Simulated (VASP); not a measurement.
# Nb (P6_3/mmc) in VASP: notebook

Runs on Nb. Level: PBE. Tasks: single point, relaxation of cell and atoms.

Program: VASP 6.6.1. These are calculated values, not measurements. Logs are shortened: lines on timing, memory, paths and dates and some standing lists are left out, and cuts for length are marked.

### 1 The cell of the first run

The structure is hexagonal, space group P6_3/mmc (No. 194). Conventional cell: a = 2.868 Å, b = 2.868 Å, c = 5.239 Å, α = 90.00°, β = 90.00°, γ = 120.00°. Within 3.8 Å of Nb (site symmetry -6m2) lie 12 Nb at 2.87 to 3.10 Å.

This isn't the form of Nb at room conditions, which is bcc.

### 2 Single point, PBE

The input, INCAR:

```
  PREC = Accurate
  ENCUT = 520
  EDIFF = 1E-6
  ISMEAR = -1
  SIGMA = 0.05
  LREAL = F
  LASPH = T
  NELM = 60
  ALGO = Normal
  ISIF = 2
  LWAVE = F
  LCHARG = F
  GGA = PE
  NBANDS = 20
```

The input, KPOINTS:

```
regular mesh
0
Gamma
  16 16 9
```

The input, POSCAR:

```
Nb
1.0
    2.8683794137      0.0000000000      0.0000000000
   -1.4341897069      2.4840894400      0.0000000000
    0.0000000000      0.0000000000      5.2394386718
Nb
2
Direct
    0.3333333333      0.6666666667      0.2500000000
    0.6666666667      0.3333333333      0.7500000000
```

Potentials or basis: VASP PAW PBE potentials, release 64 (Nb_sv).

The run is started by

```bash
cat potpaw_PBE.64/Nb_sv/POTCAR > POTCAR
mpirun -np 1 vasp_std > vasp.out
```

OUTCAR:

```text
PREC = Accurate
   ENCUT = 520
   EDIFF = 1E-6
   ISMEAR = -1
   LREAL = F
   LASPH = T
   NELM = 60
   ISIF = 2
   GGA = PE

 ion  position               nearest neighbor table
   1  0.333  0.667  0.250-
   2  0.667  0.333  0.750-

  LATTYP: Found a hexagonal cell.
 ALAT       =     2.8683794137
 C/A-ratio  =     1.8266198142

  Lattice vectors:

 A1 = (   2.8683794137,   0.0000000000,   0.0000000000)
 A2 = (  -1.4341897069,   2.4840894400,   0.0000000000)
 A3 = (   0.0000000000,   0.0000000000,   5.2394386718)

Analysis of symmetry for initial positions (statically):
=====================================================================
 Subroutine PRICEL returns:
 Original cell was already a primitive cell.

 Routine SETGRP: Setting up the symmetry group for a
 hexagonal supercell.

 Subroutine GETGRP returns: Found 24 space group operations
 (whereof 12 operations were pure point group operations)
 out of a pool of 24 trial point group operations.

The static configuration has the point symmetry D_3d.
 The point group associated with its full space group is D_6h.

Analysis of symmetry for dynamics (positions and initial velocities):
=====================================================================
 Subroutine PRICEL returns:
 Original cell was already a primitive cell.

 Routine SETGRP: Setting up the symmetry group for a
 hexagonal supercell.

 Subroutine GETGRP returns: Found 24 space group operations
 (whereof 12 operations were pure point group operations)
 out of a pool of 24 trial point group operations.

The dynamic configuration has the point symmetry D_3d.
 The point group associated with its full space group is D_6h.

 Subroutine INISYM returns: Found 24 space group operations
 (whereof 12 operations are pure point group operations),
 and found     1 'primitive' translations

----------------------------------------------------------------------------------------

                                     Primitive cell

  volume of cell :      37.3326

  direct lattice vectors                    reciprocal lattice vectors
     2.868379414  0.000000000  0.000000000     0.348628914  0.201280997  0.000000000
    -1.434189707  2.484089440  0.000000000     0.000000000  0.402561995  0.000000000
[... 78 lines left out ...]
   ICHARG =      2    charge: 1-file 2-atom 10-const
   ISPIN  =      1    spin polarized calculation?
   LNONCOLLINEAR =      F non collinear calculations
   LSORBIT =      F    spin-orbit coupling
   LASPH  =      T    aspherical Exc in radial PAW
   ENCUT  =  520.0 eV  38.22 Ry    6.18 a.u.   5.33  5.33  9.74*2*pi/ulx,y,z
   NELM   =     60;   NELMIN=  2; NELMDL= -5     # of ELM steps
   EDIFF  = 0.1E-05   stopping-criterion for ELM
   LREAL  =      F    real-space projection
   EDIFFG = 0.1E-04   stopping-criterion for IOM
   NSW    =      0    number of steps for IOM
   IBRION =     -1    ionic relax: 0-MD 1-quasi-New 2-CG
   NFREE  =      0    steps in history (QN), initial steepest desc. (CG)
   ISIF   =      2    stress and relaxation
   ISYM   =      2    0-nonsym 1-usesym 2-fastsym
   POTIM  = 0.5000    time-step for ionic-motion
   TEBEG  =    0.0;   TEEND  =   0.0 temperature during run
   PSTRESS=    0.0 pullay stress
   NELECT =      26.0000    total number of electrons
   NUPDOWN=      -1.0000    fix difference up-down
   EMIN   =  10.00;   EMAX   =-10.00  energy-range for DOS
   EFERMI =   0.00;   METHOD = LEGACY
   ISMEAR =    -1;   SIGMA  =   0.05  broadening in eV -4-tet -1-fermi 0-gaus
   EFERMI_NEDOS =   21; number of points for ismear=-14 and -15
   IALGO  =     38    algorithm
   IMIX   =      4    mixing-type and parameters
     AMIX     =   0.40;   BMIX     =  1.00
     AMIX_MAG =   1.60;   BMIX_MAG =  1.00
  volume/ion in A,a.u.               =      18.67       125.97
  Fermi-wavevector in a.u.,A,eV,Ry     =   1.451119  2.742218 28.650426  2.105747
  Thomas-Fermi vector in A             =   2.568653
   LORBIT       =      0    0 simple, 1 ext, 2 COOP (PROOUT), +10 PAW based schemes
   GGA     = PE    functional components
   LHFCALC =     F    Hartree Fock is set to
   AEXX    =    0.0000 exact exchange contribution
   IVDW    =     0    specifies the selected vdW correction
   LEPSILON=     F    determine dielectric tensor
   LRPA    =     F    only Hartree local field effects (RPA)
 non-spin polarized calculation
  energy-cutoff  :      520.00
  volume of cell :       37.33
 maximum number of plane-waves:      1027
 NGX is ok and might be reduce to    24
   NGX = 11   NGY = 11   NGZ = 19

 number of electron      26.0000001 magnetization

 Free energy of the ion-electron system (eV)
  ---------------------------------------------------
  ext. energy  EPLUGINS =         0.00000000
  ---------------------------------------------------
  free energy    TOTEN  =       -19.85658879 eV

  energy without entropy =      -19.83305099  energy(sigma->0) =      -19.84481989

 E-fermi :  11.0461     XC(G=0): -12.3004

 val. band max:       11.0406865144   @ k =   0.2500   0.2500   0.1111
 cond. band min:      11.0488137780   @ k =   0.3125   0.1250   0.1111
 fundamental gap:      0.0081272637
 Fermi energy:        11.0461492693

 k-point     1 :       0.0000    0.0000    0.0000
  band No.  band energies     occupation
      1     -43.7077      2.00000
      2     -43.5844      2.00000
      3     -20.1857      2.00000
      4     -19.2658      2.00000
      5     -19.0395      2.00000
      6     -19.0395      2.00000
[... 541 lines left out ...]
     19      16.8041      0.00000
     20      20.3112      0.00000

 [... further k-points ...]

------------------------ aborting loop because EDIFF is reached ----------------------------------------

  FORCE on cell =-STRESS in cart. coord.  units (eV):
  Direction    XX          YY          ZZ          XY          YZ          ZX
  --------------------------------------------------------------------------------------
  -------------------------------------------------------------------------------------
  Total       -0.0713592     -0.0713592     -0.0716796      0.0000000      0.0000000      0.0000000
  in kB       -3.0624729     -3.0624729     -3.0762221      0.0000000      0.0000000      0.0000000
  external PRESSURE =      -3.0670560 kB  Pullay stress =       0.0000000 kB

 VOLUME and BASIS-vectors are now :
 -----------------------------------------------------------------------------
  energy-cutoff  :      520.00
  volume of cell :       37.33
      direct lattice vectors                 reciprocal lattice vectors
     2.868379414  0.000000000  0.000000000     0.348628914  0.201280997  0.000000000
    -1.434189707  2.484089440  0.000000000     0.000000000  0.402561995  0.000000000
     0.000000000  0.000000000  5.239438672     0.000000000  0.000000000  0.190860140

 POSITION                                       TOTAL-FORCE (eV/Angst)
 -----------------------------------------------------------------------------------
     -0.00000      1.65606      1.30986        -0.000000      0.000000      0.000000
      1.43419      0.82803      3.92958         0.000000     -0.000000      0.000000
 -----------------------------------------------------------------------------------
    total drift:                                0.000000     -0.000000      0.000000

  FREE ENERGIE OF THE ION-ELECTRON SYSTEM (eV)
  ---------------------------------------------------
  free  energy   TOTEN  =       -19.8565887901 eV

  energy  without entropy=      -19.8330509856  energy(sigma->0) =      -19.84481989
```

Run time: 32 s. Hardware: 1 thread of Intel Xeon 6975P-C (Granite Rapids), shared host; peak memory 0.22 GiB.

Results:

| Property | Result |
| --- | --- |
| Free energy | -19.8566 eV |
| Pressure | -0.3 GPa |
| Band gap on the k mesh | zero (bands 13 and 14 overlap by 2.38 eV) |

### 3 Single point, PBE

The input, INCAR:

```
SYSTEM = Nb
ALGO = Normal ; EDIFF = 1E-6
ENCUT = 520 ; GGA = PE
ISIF = 2 ; ISMEAR = -1
LASPH = .True. ; LCHARG = .False.
LREAL = .False. ; LWAVE = .False.
NBANDS = 20 ; NELM = 100
PREC = Accurate ; SIGMA = 0.05
```

The input, KPOINTS:

```
k-points
0
Gamma
  16 16 9
  0 0 0
```

POSCAR is that of step 2.

Potentials or basis: VASP PAW PBE potentials, release 64 (Nb_sv).

The run is started by

```bash
cat potpaw_PBE.64/Nb_sv/POTCAR > POTCAR
mpirun -np 1 vasp_std > vasp.out
```

Wall time 32 s (1 thread of Intel Xeon 6975P-C (Granite Rapids), shared host); peak memory 0.22 GiB.

It converged, with:

```yaml
Free_energy: -19.8566 eV
Pressure: -0.3 GPa
Band_gap_on_the_k_mesh: zero (bands 13 and 14 overlap by 2.38 eV)
```

Levels at points of the mesh, in eV from the Fermi level:
| k point | band 11 | band 12 | band 13 | band 14 | band 15 | band 16 |
| --- | --- | --- | --- | --- | --- | --- |
| (0.00, 0.00, 0.00) | -0.97 | 0.32 | 0.32 | 0.42 | 0.76 | 0.76 |
| (0.50, 0.00, 0.00) | -3.24 | -0.53 | 0.26 | 0.37 | 0.73 | 4.42 |

### 4 Relaxation of cell and atoms, PBE

This run uses another cell than the first one, of 18.13 Å³/atom.

The input, INCAR:

```
PREC     = Accurate       # precision mode
ENCUT    = 600            # plane-wave cutoff, eV
EDIFF    = 1E-6           # SCF threshold, eV
ISMEAR   = -1             # smearing method
SIGMA    = 0.05           # smearing width, eV
LREAL    = False          # projectors in reciprocal space
LASPH    = True           # aspherical terms in the spheres
NELM     = 100            # most SCF steps
ALGO     = Normal         # electronic algorithm
ISIF     = 3              # what is computed and relaxed
LWAVE    = False          # write WAVECAR
LCHARG   = False          # write CHGCAR
GGA      = PE             # functional
IBRION   = 2              # ionic algorithm
NSW      = 60             # ionic steps
EDIFFG   = -0.005         # ionic threshold
```

The input, KPOINTS:

```
Automatic mesh
0
Gamma
  16 16 9
```

The input, POSCAR:

```
Nb
1.0
    2.9563926124      0.0000000000      0.0000000000
   -1.4781963062      2.5603111058      0.0000000000
    0.0000000000      0.0000000000      4.7893560320
Nb
2
Direct
    0.3333333333      0.6666666667      0.2500000000
    0.6666666667      0.3333333333      0.7500000000
```

Potentials or basis: VASP PAW PBE potentials, release 64 (Nb_sv).

The run is started by

```bash
cat potpaw_PBE.64/Nb_sv/POTCAR > POTCAR
mpirun -np 1 vasp_std > vasp.out
```

OUTCAR:

```text
PREC = Accurate
   ENCUT = 600
   EDIFF = 1E-6
   ISMEAR = -1
   LREAL = False
   LASPH = True
   NELM = 100
   ISIF = 3
   GGA = PE
   IBRION = 2
   NSW = 60
   EDIFFG = -0.005

 ion  position               nearest neighbor table
   1  0.333  0.667  0.250-   2 2.94   2 2.94   2 2.94   2 2.94   2 2.94   2 2.94
   2  0.667  0.333  0.750-   1 2.94   1 2.94   1 2.94   1 2.94   1 2.94   1 2.94

  LATTYP: Found a hexagonal cell.
 ALAT       =     2.9563926124
 C/A-ratio  =     1.6200000000

  Lattice vectors:

 A1 = (   2.9563926124,   0.0000000000,   0.0000000000)
 A2 = (  -1.4781963062,   2.5603111058,   0.0000000000)
 A3 = (   0.0000000000,   0.0000000000,   4.7893560320)

Analysis of symmetry for initial positions (statically):
=====================================================================
 Subroutine PRICEL returns:
 Original cell was already a primitive cell.

 Routine SETGRP: Setting up the symmetry group for a
 hexagonal supercell.

 Subroutine GETGRP returns: Found 24 space group operations
 (whereof 12 operations were pure point group operations)
 out of a pool of 24 trial point group operations.

The static configuration has the point symmetry D_3d.
 The point group associated with its full space group is D_6h.

Analysis of symmetry for dynamics (positions and initial velocities):
=====================================================================
 Subroutine PRICEL returns:
 Original cell was already a primitive cell.

 Routine SETGRP: Setting up the symmetry group for a
 hexagonal supercell.

 Subroutine GETGRP returns: Found 24 space group operations
 (whereof 12 operations were pure point group operations)
 out of a pool of 24 trial point group operations.

The dynamic configuration has the point symmetry D_3d.
[... 140 lines left out ...]

 number of electron      25.9999999 magnetization

 Free energy of the ion-electron system (eV)
  ---------------------------------------------------
  ext. energy  EPLUGINS =         0.00000000
  ---------------------------------------------------
  free energy    TOTEN  =       -19.71946312 eV

  energy without entropy =      -19.69521875  energy(sigma->0) =      -19.70734093

------------------------ aborting loop because EDIFF is reached ----------------------------------------

  FORCE on cell =-STRESS in cart. coord.  units (eV):
  Direction    XX          YY          ZZ          XY          YZ          ZX
  --------------------------------------------------------------------------------------
  -------------------------------------------------------------------------------------
  Total        0.4135123      0.4135123      2.3320310      0.0000000      0.0000000      0.0000000
  in kB       18.2754078     18.2754078    103.0654090      0.0000000      0.0000000      0.0000000
  external PRESSURE =      46.5387415 kB  Pullay stress =       0.0000000 kB
[... 89 lines left out ...]
  FREE ENERGIE OF THE ION-ELECTRON SYSTEM (eV)
  ---------------------------------------------------
  free  energy   TOTEN  =       -19.7659933545 eV

  energy  without entropy=      -19.7413900965  energy(sigma->0) =      -19.75369173

[... ionic steps 4 to 10 ...]

--------------------------------------- Ionic step       11  -------------------------------------------

 number of electron      26.0000000 magnetization

------------------------ aborting loop because EDIFF is reached ----------------------------------------
[... 67 lines left out ...]
--------------------------------------- Ionic step       13  -------------------------------------------

 number of electron      26.0000000 magnetization

 Free energy of the ion-electron system (eV)
  ---------------------------------------------------
  ext. energy  EPLUGINS =         0.00000000
  ---------------------------------------------------
  free energy    TOTEN  =       -19.85575426 eV

  energy without entropy =      -19.83229485  energy(sigma->0) =      -19.84402455

 E-fermi :  11.0721     XC(G=0): -12.3101

 val. band max:       11.0658750078   @ k =   0.2500   0.2500   0.1111
 cond. band min:      11.0747796545   @ k =   0.3125   0.1250   0.1111
 fundamental gap:      0.0089046467
 Fermi energy:        11.0720582988

 k-point     1 :       0.0000    0.0000    0.0000
  band No.  band energies     occupation
      1     -43.6803      2.00000
      2     -43.5557      2.00000
      3     -20.1615      2.00000
      4     -19.2346      2.00000
      5     -19.0095      2.00000
      6     -19.0095      2.00000
[... 457 lines left out ...]
      4     -19.9444      2.00000
      5     -19.7338      2.00000
      6     -19.4394      2.00000
[... 9 lines left out ...]
     16      12.7806      0.00000
     17      14.8031      0.00000

 [... further k-points ...]

------------------------ aborting loop because EDIFF is reached ----------------------------------------

  FORCE on cell =-STRESS in cart. coord.  units (eV):
  Direction    XX          YY          ZZ          XY          YZ          ZX
  --------------------------------------------------------------------------------------
  -------------------------------------------------------------------------------------
  Total       -0.0010026     -0.0010026     -0.0012343      0.0000000      0.0000000     -0.0000000
  in kB       -0.0431068     -0.0431068     -0.0530714      0.0000000      0.0000000     -0.0000000
  external PRESSURE =      -0.0464283 kB  Pullay stress =       0.0000000 kB
[... 17 lines left out ...]
  FREE ENERGIE OF THE ION-ELECTRON SYSTEM (eV)
  ---------------------------------------------------
  free  energy   TOTEN  =       -19.8557542560 eV

  energy  without entropy=      -19.8322948492  energy(sigma->0) =      -19.84402455

 reached required accuracy - stopping structural energy minimisation
```

Run time: 4.3 min. Hardware: 1 thread of Intel Xeon 6975P-C (Granite Rapids), shared host; peak memory 0.24 GiB.

What came out:

| Property | Result |
| --- | --- |
| Free energy | -19.8558 eV |
| Relaxed volume | 18.63 Å³/atom |
| Relaxed cell | a = 2.867 Å, b = 2.867 Å, c = 5.235 Å, α = 90.00°, β = 90.00°, γ = 120.00° |
| Space group after relaxing (to 0.1 Å) | P6_3/mmc (No. 194) |
| Energy gained by relaxing | 68.1 meV/atom |
| Ionic steps | 13 |
| Pressure after relaxing | 0.0 GPa |
| Band gap on the k mesh | zero (bands 13 and 14 overlap by 2.39 eV) |

Step by step:
```
step  energy change (eV)  largest force (eV/Å)  pressure (GPa)  volume (Å³)
   1              0.0000                0.0000            4.65        36.25
   2             -0.0354                0.0000           -7.19        39.06
   3             -0.0465                0.0000           -3.61        38.12
   4             -0.1036                0.0000           -4.29        38.25
   5             -0.1204                0.0000           -4.35        38.30
   6             -0.1219                0.0000           -4.27        38.31
   7             -0.1305                0.0000            2.84        36.65
   8             -0.1362                0.0000           -0.04        37.28
   9             -0.1362                0.0000            0.05        37.26
  10             -0.1363                0.0000            0.07        37.25
  11             -0.1363                0.0000            0.09        37.24
  12             -0.1363                0.0000           -0.08        37.28
  13             -0.1363                0.0000            0.00        37.26
```

Final structure:
```
Nb
1.0
     2.86701    0.00000    0.00000
    -1.43350    2.48290    0.00000
     0.00000    0.00000    5.23464
Nb
2
Cartesian
  0.0000 1.6553 1.3087
  1.4335 0.8276 3.9260
```
